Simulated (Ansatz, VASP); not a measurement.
BN in VASP and in Ansatz

```
B N
1.0
     2.48894    0.00000    0.00000
    -1.24447    2.15549    0.00000
     0.00000    0.00000    6.49432
B N
2 2
Direct
  0.33333 0.66667 0.25000
  0.66667 0.33333 0.75000
  0.33333 0.66667 0.75000
  0.66667 0.33333 0.25000
```

Alike in both runs: functional LDA; k mesh 14 × 14 × 6; occupations fermi-dirac, width 0.1 eV; no spin polarisation.

Ansatz relaxed the structure, and its values are those at the end. VASP's run is a single point on that final structure, the one shown.

|  | VASP | Ansatz |
| --- | --- | --- |
| version | VASP 6.6.1 | Ansatz 0.2.0 |
| potentials or method | VASP PAW LDA potentials, release 64 (B, N) | PAW with Ansatz's default frozen-core files, scalar-relativistic |
| plane-wave cutoff (eV) | 600 | 420 |
| valence electrons in the cell | 16 | 16 |

```tsv
	VASP	Ansatz	Ansatz less VASP
pressure (GPa)	0.3	0.0	-0.29
```

LDA's correlation is that of Perdew and Zunger in VASP and of Perdew and Wang (1992) in Ansatz.
